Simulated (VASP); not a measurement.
# ZrB2: single point with PBE

The system is ZrB2.

```xyz
3
Lattice="3.1700 0.0000 0.0000 -1.5850 2.7453 0.0000 0.0000 0.0000 3.5330" Properties=species:S:1:pos:R:3 pbc="T T T"
Zr    0.0000    0.0000    0.0000
B     0.0000    1.8302    1.7665
B     1.5850    0.9151    1.7665
```

```
Program             : VASP 6.6.1
Task                : single point
Functional          : PBE
Potentials or basis : VASP PAW PBE potentials, release 64 (Zr_sv, B)
Cutoff              : 500 eV
k mesh              : 10 × 10 × 8
Occupations         : fermi-dirac, width 0.2 eV
Spin                : no spin polarisation
```

```json
{"Pressure": "1.1 GPa", "Band gap on the k mesh": "zero (bands 9 and 10 overlap by 0.81 eV)"}
```

Stress tensor (GPa, compression positive):
```
0.84 0.00 0.00
0.00 0.84 0.00
0.00 0.00 1.53
```

Levels at points of the mesh, in eV from the Fermi level:
```
           k point  band 6  band 7  band 8  band 9  band 10  band 11  band 12  band 13
(0.00, 0.00, 0.00)   -2.57   -2.57   -2.53   -2.29     3.46     3.46     4.23     4.23
(0.50, 0.00, 0.00)   -8.45   -3.84   -3.00   -2.62     2.29     2.36     4.98     5.05
(0.00, 0.00, 0.50)   -6.90   -0.91   -0.91    0.39     0.39     0.84     0.84     1.89
(0.50, 0.00, 0.50)   -6.94   -4.55   -4.07   -1.95     3.80     4.14     5.35     6.29
```

It took 15 s on 1 thread of Intel(R) Xeon(R) 6975P-C (Granite Rapids), with other jobs on the host, peak memory 0.16 GiB.
